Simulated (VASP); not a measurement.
Wanted: the native input for a VASP 6.6.1 run.

| Item | Value |
| --- | --- |
| Task | single point |
| Functional | PBE |
| Potentials or basis | VASP PAW PBE potentials, release 64 (Ba_sv, S) |
| Cutoff | 520 eV |
| k mesh | 8 × 8 × 8 |
| Occupations | fermi-dirac, width 0.02 eV |
| Spin | no spin polarisation |
| Dipole correction | no |
| Further INCAR settings | ALGO = Normal; EDIFF = 1e-06; NBANDS = 15 |

The structure of BaS lies in POSCAR:

```
BaS
1.0
    0.0000000000      3.2117958739      3.2117958739
    3.1009889163      0.0000000000      3.2117958739
    3.1009889163      3.2117958739      0.0000000000
Ba S
1 1
Direct
    0.0000000000      0.0000000000      0.0000000000
    0.5000000000      0.5000000000      0.5000000000
```

This cell differs from its parent crystal: uniaxial x strain -3.5%.

One way to write it, as run:

INCAR

```
SYSTEM = BaS
PREC = Accurate
ENCUT = 520
EDIFF = 1E-6
ISMEAR = -1
SIGMA = 0.02
LREAL = .False.
LASPH = .True.
NELM = 60
ALGO = Normal
ISIF = 2
LWAVE = .False.
LCHARG = .False.
GGA = PE
NBANDS = 15
```

KPOINTS

```
regular mesh
0
Gamma
  8 8 8
  0 0 0
```

Potentials or basis: VASP PAW PBE potentials, release 64 (Ba_sv, S).

The run is started by

```bash
$ cat potpaw_PBE.64/Ba_sv/POTCAR potpaw_PBE.64/S/POTCAR > POTCAR
$ mpirun -np 1 vasp_std > vasp.out
```

It gave:

* Pressure: 2.5 GPa
* Band gap on the k mesh: 1.97 eV, indirect (least direct gap 2.11 eV)

Caveat: the cell differs from its parent crystal (uniaxial x strain -3.5%); spin-orbit coupling is left out, which moves the levels of the heavy elements.

It took 21 s on 1 thread of Intel(R) Xeon(R) 6975P-C (Granite Rapids) (shared host), peak memory 0.23 GiB.
